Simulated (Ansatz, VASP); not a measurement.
# Two plane-wave programs on TiAl

```
Ti Al
1.0
     3.27221    0.00000    0.00000
     0.00000    3.27221    0.00000
     0.00000    0.00000    3.15638
Ti Al
1 1
Cartesian
  0.0000 0.0000 0.0000
  1.6361 1.6361 1.5782
```

Change from the starting cell: normal strain along x +0.0367, normal strain along y +0.0367.

Alike in both runs: task single point; functional PBEsol; k mesh 14 × 14 × 14; occupations gaussian, width 0.15 eV; no spin polarisation.

|  | VASP | Ansatz |
| --- | --- | --- |
| version | VASP 6.6.1 | Ansatz 0.2.0 |
| potentials or method | VASP PAW PBE potentials, release 64 (Ti_sv, Al), cutoff 520 eV | scalar-relativistic, plane waves, PAW |
| valence electrons in the cell | 15 | 15 |

|  | VASP | Ansatz | Ansatz less VASP |
| --- | --- | --- | --- |
| gap on the k mesh at the Fermi level (eV) | none | none | - |
| pressure (GPa) | -7.4 | -7.4 | +0.04 |
| traceless stress, the component that is largest in VASP (GPa) | -0.91 | -0.91 | 0.000 |

VASP's potentials were made for PBE, not for PBEsol. A gap of «none» marks a metal or a gap that the smearing closes. With one functional, cell and mesh, what is left measures potentials, basis and numerics.
